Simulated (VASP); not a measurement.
# BN (P6_3/mmc) in VASP: further runs

Aim: see how the results for BN move with the level of theory and the settings. Levels: PBE0, r2SCAN. Tasks: single point.

Program: VASP 6.6.1. These are calculated values, not measurements. Logs are shortened: lines on timing, memory, paths and dates and some standing lists are left out, and cuts for length are marked.

### Step 1. The cell of the first run

Symmetry: P6_3/mmc, No. 194, hexagonal system. The conventional cell has a = 2.498 Å, b = 2.498 Å, c = 6.636 Å, α = 90.00°, β = 90.00°, γ = 120.00°. N (site symmetry -6m2) has 3 B at 1.44 Å within 1.9 Å. Within 1.9 Å of B (site symmetry -6m2) lie 3 N at 1.44 Å.

### Step 2. Single point, PBE0

The input, POSCAR:

```
BN
1.0
    2.4982400000      0.0000000000      0.0000000000
   -1.2491200000      2.1635393048      0.0000000000
    0.0000000000      0.0000000000      6.6357000000
N B
2 2
Direct
    0.6666666667      0.3333333333      0.2500000000
    0.3333333333      0.6666666667      0.7500000000
    0.6666666667      0.3333333333      0.7500000000
    0.3333333333      0.6666666667      0.2500000000
```

The input, INCAR.step1:

```
ALGO = Normal
EDIFF = 1E-5
ENCUT = 520
GGA = PE
ISIF = 2
ISMEAR = -1
LASPH = T
LREAL = F
LWAVE = T
NBANDS = 16
NELM = 100
PREC = Accurate
SIGMA = 0.1
```

The input, INCAR.step2:

```
AEXX = 0.25
ALGO = Normal
EDIFF = 1E-7
ENCUT = 520
GGA = PE
ISIF = 2
ISMEAR = -1
ISTART = 1
LASPH = T
LCHARG = T
LELF = T
LHFCALC = T
LREAL = F
LVHAR = T
LWAVE = F
NBANDS = 16
NELM = 100
PREC = Accurate
PRECFOCK = Normal
SIGMA = 0.1
```

The input, KPOINTS:

```
k-points
0
Gamma
  6 6 2
```

Potentials or basis: VASP PAW PBE potentials, release 64 (N, B).

Launch:

```
$ cat potpaw_PBE.64/N/POTCAR potpaw_PBE.64/B/POTCAR > POTCAR
$ cp INCAR.step1 INCAR
$ mpirun -np 1 vasp_std > vasp.out
$ cp INCAR.step2 INCAR
$ mpirun -np 1 vasp_std > vasp.out
```

OUTCAR:

```text
AEXX = 0.25
   EDIFF = 1E-7
   ENCUT = 520
   GGA = PE
   ISIF = 2
   ISMEAR = -1
   ISTART = 1
   LASPH = T
   LHFCALC = T
   LREAL = F
   NELM = 100
   PREC = Accurate
   PRECFOCK = Normal

 ion  position               nearest neighbor table
   1  0.667  0.333  0.250-   4 1.44   4 1.44   4 1.44
   2  0.333  0.667  0.750-   3 1.44   3 1.44   3 1.44
   3  0.667  0.333  0.750-   2 1.44   2 1.44   2 1.44
   4  0.333  0.667  0.250-   1 1.44   1 1.44   1 1.44

  LATTYP: Found a hexagonal cell.
 ALAT       =     2.4982400000
 C/A-ratio  =     2.6561499296

  Lattice vectors:

 A1 = (   2.4982400000,   0.0000000000,   0.0000000000)
 A2 = (  -1.2491200000,   2.1635393048,   0.0000000000)
 A3 = (   0.0000000000,   0.0000000000,   6.6357000000)

Analysis of symmetry for initial positions (statically):
=====================================================================
 Subroutine PRICEL returns:
 Original cell was already a primitive cell.

 Routine SETGRP: Setting up the symmetry group for a
 hexagonal supercell.

 Subroutine GETGRP returns: Found 24 space group operations
 (whereof 12 operations were pure point group operations)
 out of a pool of 24 trial point group operations.

The static configuration has the point symmetry D_3d.
 The point group associated with its full space group is D_6h.

Analysis of symmetry for dynamics (positions and initial velocities):
=====================================================================
 Subroutine PRICEL returns:
 Original cell was already a primitive cell.

 Routine SETGRP: Setting up the symmetry group for a
 hexagonal supercell.

 Subroutine GETGRP returns: Found 24 space group operations
 (whereof 12 operations were pure point group operations)
 out of a pool of 24 trial point group operations.

The dynamic configuration has the point symmetry D_3d.
 The point group associated with its full space group is D_6h.

 Subroutine INISYM returns: Found 24 space group operations
 (whereof 12 operations are pure point group operations),
 and found     1 'primitive' translations

----------------------------------------------------------------------------------------

                                     Primitive cell

  volume of cell :      35.8662

  direct lattice vectors                    reciprocal lattice vectors
     2.498240000  0.000000000  0.000000000     0.400281798  0.231102804  0.000000000
    -1.249120000  2.163539305  0.000000000     0.000000000  0.462205608  0.000000000
     0.000000000  0.000000000  6.635700000     0.000000000  0.000000000  0.150700002

  length of vectors
     2.498240000  2.498240000  6.635700000     0.462205608  0.462205608  0.150700002

  position of ions in fractional coordinates (direct lattice)
     0.666666667  0.333333333  0.250000000
     0.333333333  0.666666667  0.750000000
     0.666666667  0.333333333  0.750000000
     0.333333333  0.666666667  0.250000000

  ion indices of the primitive-cell ions
   primitive index   ion index
                 1           1
                 2           2
                 3           3
                 4           4

----------------------------------------------------------------------------------------

 KPOINTS: k-points

Automatic generation of k-mesh.
 Grid dimensions read from file:
 generate k-points for:    6    6    2

 Generating k-lattice:

  Cartesian coordinates                     Fractional coordinates (reciprocal lattice)
     0.066713633  0.038517134  0.000000000     0.166666667 -0.000000000  0.000000000
     0.000000000  0.077034268  0.000000000     0.000000000  0.166666667  0.000000000
     0.000000000  0.000000000  0.075350001     0.000000000  0.000000000  0.500000000

  Length of vectors
     0.077034268  0.077034268  0.075350001

  Shift w.r.t. Gamma in fractional coordinates (k-lattice)
     0.000000000  0.000000000  0.000000000

 Subroutine IBZKPT returns following result:
 ===========================================

 Found     14 irreducible k-points:

 Following reciprocal coordinates:
            Coordinates               Weight
  0.000000  0.000000  0.000000      1.000000
  0.166667  0.000000  0.000000      6.000000
  0.333333  0.000000  0.000000      6.000000
  0.500000  0.000000  0.000000      3.000000
  0.166667  0.166667  0.000000      6.000000
  0.333333  0.166667  0.000000     12.000000
  0.333333  0.333333  0.000000      2.000000
  0.000000  0.000000  0.500000      1.000000
  0.166667  0.000000  0.500000      6.000000
  0.333333  0.000000  0.500000      6.000000
  0.500000  0.000000  0.500000      3.000000
  0.166667  0.166667  0.500000      6.000000
  0.333333  0.166667  0.500000     12.000000
  0.333333  0.333333  0.500000      2.000000
   k-points           NKPTS =     14   k-points in BZ     NKDIM =     72   number of bands    NBANDS=     16
   number of dos      NEDOS =    301   number of ions     NIONS =      4
   total plane-waves  NPLWV =  20000
   dimension x,y,z NGX =    20 NGY =   20 NGZ =   50
   dimension x,y,z NGXF=    40 NGYF=   40 NGZF=  100
   ions per type =               2   2
   NGX,Y,Z   is equivalent  to a cutoff of  13.31, 13.31, 12.53 a.u.
   NGXF,Y,Z  is equivalent  to a cutoff of  26.62, 26.62, 25.05 a.u.
 SYSTEM =  unknown system
   PREC   = accura    normal or accurate (medium, high low for compatibility)
   ISTART =      1    job   : 0-new  1-cont  2-samecut
   ICHARG =      0    charge: 1-file 2-atom 10-const
   ISPIN  =      1    spin polarized calculation?
   LNONCOLLINEAR =      F non collinear calculations
   LSORBIT =      F    spin-orbit coupling
   LASPH  =      T    aspherical Exc in radial PAW
   ENCUT  =  520.0 eV  38.22 Ry    6.18 a.u.   4.65  4.65 12.34*2*pi/ulx,y,z
   NELM   =    100;   NELMIN=  2; NELMDL=  0     # of ELM steps
   EDIFF  = 0.1E-06   stopping-criterion for ELM
   LREAL  =      F    real-space projection
   EDIFFG = 0.1E-05   stopping-criterion for IOM
   NSW    =      0    number of steps for IOM
   IBRION =     -1    ionic relax: 0-MD 1-quasi-New 2-CG
   NFREE  =      0    steps in history (QN), initial steepest desc. (CG)
   ISIF   =      2    stress and relaxation
   ISYM   =      3    0-nonsym 1-usesym 2-fastsym
   POTIM  = 0.5000    time-step for ionic-motion
   TEBEG  =    0.0;   TEEND  =   0.0 temperature during run
   PSTRESS=    0.0 pullay stress
   NELECT =      16.0000    total number of electrons
   NUPDOWN=      -1.0000    fix difference up-down
   EMIN   =  10.00;   EMAX   =-10.00  energy-range for DOS
   EFERMI =   0.00;   METHOD = LEGACY
   ISMEAR =    -1;   SIGMA  =   0.10  broadening in eV -4-tet -1-fermi 0-gaus
   EFERMI_NEDOS =   21; number of points for ismear=-14 and -15
   IALGO  =     38    algorithm
   IMIX   =      1    mixing-type and parameters
     AMIX     =   0.40;   BMIX     =  1.00
     AMIX_MAG =   1.60;   BMIX_MAG =  1.00
  volume/ion in A,a.u.               =       8.97        60.51
  Fermi-wavevector in a.u.,A,eV,Ry     =   1.250891  2.363842 21.289433  1.564729
  Thomas-Fermi vector in A             =   2.384864
   LORBIT       =      0    0 simple, 1 ext, 2 COOP (PROOUT), +10 PAW based schemes
   GGA     = PE    functional components
   LHFCALC =     T    Hartree Fock is set to
   PRECFOCK=normal    Normal, Fast or Accurate (Low or Medium for compatibility)
   ENCUT4O =  -1.0   cutoff for four orbital integrals eV
   NKREDX  =     1    reduce k-point grid by
   NKREDY  =     1    reduce k-point grid by
   NKREDZ  =     1    reduce k-point grid by
   AEXX    =    0.2500 exact exchange contribution
   HFSCREEN=    0.0000 screening length (either q_TF or 0.3 A-1)
   HFSCREENC=   0.0000 screening length for correlation (either q_TF or 0.3 A-1)
   ENCUTFOCK=  -1.0 apply spherical cutoff to Coloumb kernel
   IVDW    =     0    specifies the selected vdW correction
   LEPSILON=     F    determine dielectric tensor
   LRPA    =     F    only Hartree local field effects (RPA)
 non-spin polarized calculation
  energy-cutoff  :      520.00
  volume of cell :       35.87
 maximum number of plane-waves:       985
 NGX is ok and might be reduce to    20
  NGX = 14; NGY = 14; NGZ = 40

 number of electron      15.9999997 magnetization

 Free energy of the ion-electron system (eV)
  ---------------------------------------------------
  ext. energy  EPLUGINS =         0.00000000
  ---------------------------------------------------
  free energy    TOTEN  =       -42.70501939 eV

  energy without entropy =      -42.70501939  energy(sigma->0) =      -42.70501939

 E-fermi :   3.3299     XC(G=0):  -7.9504

 val. band max:        1.0920001644   @ k =   0.3333   0.3333   0.5000
 cond. band min:       7.4601322922   @ k =   0.5000   0.0000   0.0000
 fundamental gap:      6.3681321278
 Fermi energy:         3.3298569603

 k-point     1 :       0.0000    0.0000    0.0000
  band No.  band energies     occupation
      1     -18.5754      2.00000
      2     -18.2623      2.00000
      3      -5.7694      2.00000
      4      -3.4521      2.00000
      5      -0.4815      2.00000
      6      -0.4815      2.00000
[... 8 lines left out ...]
     15      16.0816      0.00000
     16      17.2508      0.00000

 k-point     2 :       0.1667    0.0000    0.0000
  band No.  band energies     occupation
      1     -17.9897      2.00000
      2     -17.6964      2.00000
      3      -4.9455      2.00000
      4      -2.7145      2.00000
      5      -2.6363      2.00000
      6      -2.5892      2.00000
[... 8 lines left out ...]
     15      17.7510      0.00000
     16      17.7736      0.00000

 k-point     3 :       0.3333    0.0000    0.0000
  band No.  band energies     occupation
      1     -16.4088      2.00000
      2     -16.1842      2.00000
      3      -6.5799      2.00000
      4      -6.4904      2.00000
      5      -2.9440      2.00000
      6      -2.8768      2.00000
[... 8 lines left out ...]
     15      19.5267      0.00000
     16      22.8073      0.00000

 k-point     4 :       0.5000    0.0000    0.0000
  band No.  band energies     occupation
      1     -15.0906      2.00000
      2     -15.0128      2.00000
      3      -8.7798      2.00000
      4      -8.7095      2.00000
      5      -3.5536      2.00000
      6      -3.4826      2.00000
[... 8 lines left out ...]
     15      18.8680      0.00000
     16      22.4175      0.00000

 k-point     5 :       0.1667    0.1667    0.0000
  band No.  band energies     occupation
      1     -16.8926      2.00000
      2     -16.6417      2.00000
      3      -5.0531      2.00000
      4      -5.0333      2.00000
      5      -3.3638      2.00000
      6      -3.3008      2.00000
[... 8 lines left out ...]
     15      18.2765      0.00000
     16      18.9617      0.00000

 k-point     6 :       0.3333    0.1667    0.0000
  band No.  band energies     occupation
      1     -15.2209      2.00000
      2     -15.0831      2.00000
      3      -7.8730      2.00000
      4      -7.7927      2.00000
      5      -4.8439      2.00000
      6      -4.7638      2.00000
[... 8 lines left out ...]
     15      18.5547      0.00000
     16      22.2231      0.00000
[... 77 lines left out ...]
 k-point    11 :       0.5000    0.0000    0.5000
  band No.  band energies     occupation
      1     -15.0514      2.00000
      2     -15.0514      2.00000
      3      -8.7516      2.00000
      4      -8.7516      2.00000
      5      -3.5183      2.00000
      6      -3.5183      2.00000
[... 8 lines left out ...]
     15      20.1856      0.00000
     16      20.1856      0.00000

 k-point    12 :       0.1667    0.1667    0.5000
  band No.  band energies     occupation
      1     -16.7703      2.00000
      2     -16.7703      2.00000
      3      -5.0534      2.00000
      4      -5.0534      2.00000
      5      -3.2794      2.00000
      6      -3.2794      2.00000
[... 8 lines left out ...]
     15      18.7860      0.00000
     16      18.7860      0.00000

 k-point    13 :       0.3333    0.1667    0.5000
  band No.  band energies     occupation
      1     -15.1526      2.00000
      2     -15.1526      2.00000
      3      -7.8379      2.00000
      4      -7.8379      2.00000
      5      -4.8070      2.00000
      6      -4.8070      2.00000
[... 8 lines left out ...]
     15      19.7992      0.00000
     16      19.7992      0.00000

 k-point    14 :       0.3333    0.3333    0.5000
  band No.  band energies     occupation
      1     -14.4211      2.00000
      2     -14.4211      2.00000
      3      -7.6121      2.00000
      4      -7.6121      2.00000
      5      -6.8949      2.00000
      6      -6.8949      2.00000
[... 8 lines left out ...]
     15      21.3353      0.00000
     16      21.3353      0.00000

------------------------ aborting loop because EDIFF is reached ----------------------------------------

  FORCE on cell =-STRESS in cart. coord.  units (eV):
  Direction    XX          YY          ZZ          XY          YZ          ZX
  --------------------------------------------------------------------------------------
  -------------------------------------------------------------------------------------
  Total       -0.1861695     -0.1861695      0.4594015      0.0000000     -0.0000000      0.0000000
  in kB       -8.3163642     -8.3163642     20.5218891      0.0000000     -0.0000000      0.0000000
  external PRESSURE =       1.2963869 kB  Pullay stress =       0.0000000 kB

 VOLUME and BASIS-vectors are now :
 -----------------------------------------------------------------------------
  energy-cutoff  :      520.00
  volume of cell :       35.87
      direct lattice vectors                 reciprocal lattice vectors
     2.498240000  0.000000000  0.000000000     0.400281798  0.231102804  0.000000000
    -1.249120000  2.163539305  0.000000000     0.000000000  0.462205608  0.000000000
     0.000000000  0.000000000  6.635700000     0.000000000  0.000000000  0.150700002

 POSITION                                       TOTAL-FORCE (eV/Angst)
 -----------------------------------------------------------------------------------
      1.24912      0.72118      1.65892         0.000000     -0.000000      0.000000
     -0.00000      1.44236      4.97677         0.000000     -0.000000      0.000000
      1.24912      0.72118      4.97677        -0.000000      0.000000      0.000000
     -0.00000      1.44236      1.65892         0.000000     -0.000000     -0.000000
 -----------------------------------------------------------------------------------
    total drift:                                0.000000     -0.000000     -0.000000

  FREE ENERGIE OF THE ION-ELECTRON SYSTEM (eV)
  ---------------------------------------------------
  free  energy   TOTEN  =       -42.7050193875 eV

  energy  without entropy=      -42.7050193874  energy(sigma->0) =      -42.70501939
```

Run time: 11 min. Hardware: 1 thread of AMD EPYC 7R13, shared host; peak memory 0.13 GiB.

What came out:

```yaml
Free_energy: -42.7050 eV
Pressure: 0.1 GPa
Band_gap_on_the_k_mesh: 6.37 eV, indirect (least direct gap 6.85 eV)
```

Caveat: the k points lie up to 0.48 Å⁻¹ apart; the PAW data sets were made with another functional, which shifts forces and pressure a little; this functional lacks dispersion, which binds the layers, so the pressure and a relaxed spacing across them are unreliable. A k mesh can miss the band edges.

### Step 3. Single point, PBE0

POSCAR is that of step 2.

The input, INCAR.step1:

```
SYSTEM = BN
ALGO = Normal ; EDIFF = 1E-5
ENCUT = 520 ; GGA = PE
ISIF = 2 ; ISMEAR = -1
LASPH = .TRUE. ; LCHARG = .FALSE.
LREAL = .FALSE. ; LWAVE = .TRUE.
NBANDS = 16 ; NELM = 60
PREC = Accurate ; SIGMA = 0.1
```

The input, INCAR.step2:

```
SYSTEM = BN
AEXX = 0.25 ; ALGO = Normal
EDIFF = 1E-7 ; ENCUT = 520
GGA = PE ; ISIF = 2
ISMEAR = -1 ; ISTART = 1
LASPH = .TRUE. ; LCHARG = .FALSE.
LHFCALC = .TRUE. ; LREAL = .FALSE.
LWAVE = .FALSE. ; NBANDS = 16
NELM = 60 ; PREC = Accurate
PRECFOCK = Normal ; SIGMA = 0.1
```

The input, KPOINTS:

```
k-points
0
G
  6 6 2
  0 0 0
```

Potentials or basis: VASP PAW PBE potentials, release 64 (N, B).

Launch:

```
$ cat potpaw_PBE.64/N/POTCAR potpaw_PBE.64/B/POTCAR > POTCAR
$ cp INCAR.step1 INCAR
$ mpirun -np 1 vasp_std > vasp.out
$ cp INCAR.step2 INCAR
$ mpirun -np 1 vasp_std > vasp.out
```

Run time: 12 min. Hardware: 1 thread of AMD EPYC 7R13, shared host; peak memory 0.13 GiB.

It converged, with:

```
Free energy            : -42.7050 eV
Pressure               : 0.1 GPa
Band gap on the k mesh : 6.37 eV, indirect (least direct gap 6.85 eV)
```

Stress tensor (GPa, compression positive):
```
-0.83  0.00  0.00
 0.00 -0.83  0.00
 0.00  0.00  2.05
```

Levels at points of the mesh, in eV from the valence-band top:
```csv
k point,band 4,band 5,band 6,band 7,band 8,band 9,band 10,band 11,band 12,band 13
"(0.00, 0.00, 0.00)",-4.54,-1.57,-1.57,-1.53,-1.53,7.19,12.84,14.15,14.15,14.29
"(0.50, 0.00, 0.00)",-9.80,-4.65,-4.57,-1.56,-0.49,6.37,7.90,11.91,12.39,14.93
"(0.00, 0.00, 0.50)",-5.83,-1.55,-1.55,-1.55,-1.55,9.76,9.76,14.22,14.22,14.22
"(0.50, 0.00, 0.50)",-9.84,-4.61,-4.61,-1.00,-1.00,6.86,6.86,12.36,12.36,15.97
```

Caveat: the k points lie up to 0.48 Å⁻¹ apart; the PAW data sets were made with another functional, which shifts forces and pressure a little; this functional lacks dispersion, which binds the layers, so the pressure and a relaxed spacing across them are unreliable.

[end of part 1 of 2]
